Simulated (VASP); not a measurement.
Here is a VASP 6.6.1 calculation.

File INCAR:

```
  PREC = Accurate
  ENCUT = 600
  EDIFF = 1E-6
  ISMEAR = -1
  SIGMA = 0.1
  LREAL = F
  LASPH = T
  NELM = 80
  ALGO = Normal
  ISIF = 3
  LWAVE = F
  LCHARG = F
  GGA = PE
  IBRION = 2
  NSW = 80
  EDIFFG = -0.001
```

KPOINTS

```
Automatic mesh
0
Gamma
  10 10 10
  0.5 0.5 0.5
```

POSCAR

```
Si
1.0
   -2.3713720000      2.3713720000      1.3292650000
    2.3713720000     -2.3713720000      1.3292650000
    2.3713720000      2.3713720000     -1.3292650000
Si
2
Direct
    0.2500000000      0.7500000000      0.5000000000
    0.5000000000      0.5000000000      0.0000000000
```

Potentials or basis: VASP PAW PBE potentials, release 64 (Si).

Launch:

```bash
$ cat potpaw_PBE.64/Si/POTCAR > POTCAR
$ mpirun -np 1 vasp_std > vasp.out
```

What does it give for the relaxed volume?

15.40 Å³/atom.

What does it give for the relaxed cell?

a = 3.638 Å, b = 3.638 Å, c = 3.638 Å, α = 97.90°, β = 97.90°, γ = 136.48°.

Predict the band gap on the k mesh.

zero (bands 4 and 5 overlap by 5.66 eV).

Predict the space group after relaxing (to 0.1 Å).

I4_1/amd (No. 141).

Step by step:
```csv
step,energy change (eV),largest force (eV/Å),pressure (GPa),volume (Å³)
1,0.0000,0.0000,3.26,29.90
2,-0.0061,0.0000,-1.59,31.23
3,-0.0085,0.0000,0.00,30.76
4,-0.0086,0.0000,0.01,30.77
5,-0.0087,0.0000,0.01,30.79
6,-0.0087,0.0000,0.01,30.79
7,-0.0087,0.0000,0.01,30.79
8,-0.0087,0.0000,-0.01,30.80
9,-0.0087,0.0000,-0.01,30.79
10,-0.0087,0.0000,0.00,30.79
```
